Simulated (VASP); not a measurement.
Wanted: the native input for a VASP 6.6.1 run.

```
Task                   : single point
Functional             : r2SCAN
Potentials or basis    : VASP PAW PBE potentials, release 64 (Mg, Cd, Te)
Cutoff                 : 520 eV
k mesh                 : 6 × 6 × 4
Occupations            : gaussian, width 0.02 eV
Spin                   : no spin polarisation
Dipole correction      : no
Further INCAR settings : ALGO = Normal; EDIFF = 1e-06; NBANDS = 26
```

The system is Mg2CdTe3.

```
Mg Cd Te
1.0
     4.63322    0.00000    0.00000
    -2.31661    4.01249    0.00000
     0.00000    0.00000   11.31629
Mg Cd Te
2 1 3
Cartesian
  0.0000 2.6750 11.3095
  2.3166 1.3375 7.5734
  0.0000 0.0000 3.7580
  0.0000 0.0000 0.8959
  2.3166 1.3375 4.7551
  0.0000 2.6750 8.4860
```

These files were run (other wordings do the same):

POSCAR

```
Mg2CdTe3
1.0
    4.6332198300      0.0000000000      0.0000000000
   -2.3166099150      4.0124860741      0.0000000000
    0.0000000000      0.0000000000     11.3162888000
Mg Cd Te
2 1 3
Direct
    0.3333333333      0.6666666667      0.9993960000
    0.6666666667      0.3333333333      0.6692520000
    0.0000000000      0.0000000000      0.3320900000
    0.0000000000      0.0000000000      0.0791730000
    0.6666666667      0.3333333333      0.4201980000
    0.3333333333      0.6666666667      0.7498910000
```

INCAR.step1

```
SYSTEM = Mg2CdTe3
ALGO = Normal
EDIFF = 1E-4
ENCUT = 520
GGA = PE
ISMEAR = 0
LASPH = .TRUE.
LCHARG = .FALSE.
LREAL = .FALSE.
LWAVE = .TRUE.
NBANDS = 26
NELM = 100
PREC = Accurate
SIGMA = 0.02
```

INCAR.step2

```
SYSTEM = Mg2CdTe3
ALGO = Normal
EDIFF = 1E-6
ENCUT = 520
ISIF = 2
ISMEAR = 0
ISTART = 1
LASPH = .TRUE.
LCHARG = .FALSE.
LMIXTAU = .TRUE.
LREAL = .FALSE.
LWAVE = .FALSE.
METAGGA = R2SCAN
NBANDS = 26
NELM = 100
PREC = Accurate
SIGMA = 0.02
```

KPOINTS

```
k-points
0
G
  6 6 4
  0 0 0
```

Potentials or basis: VASP PAW PBE potentials, release 64 (Mg, Cd, Te).

Run with:

```bash
$ cat potpaw_PBE.64/Mg/POTCAR potpaw_PBE.64/Cd/POTCAR potpaw_PBE.64/Te/POTCAR > POTCAR
$ cp INCAR.step1 INCAR
$ mpirun -np 1 vasp_std > vasp.out
$ cp INCAR.step2 INCAR
$ mpirun -np 1 vasp_std > vasp.out
```

It gave:

The pressure is -0.9 GPa. The largest force is 0.007 eV/Å and the band gap on the k mesh is 1.99 eV, direct.

Caveat: the PAW data sets were made with another functional, which shifts forces and pressure a little; spin-orbit coupling is left out, which moves the levels of the heavy elements.

Wall time 3.2 min on 1 thread of Intel(R) Xeon(R) 6975P-C (Granite Rapids) (shared host), peak memory 0.45 GiB.
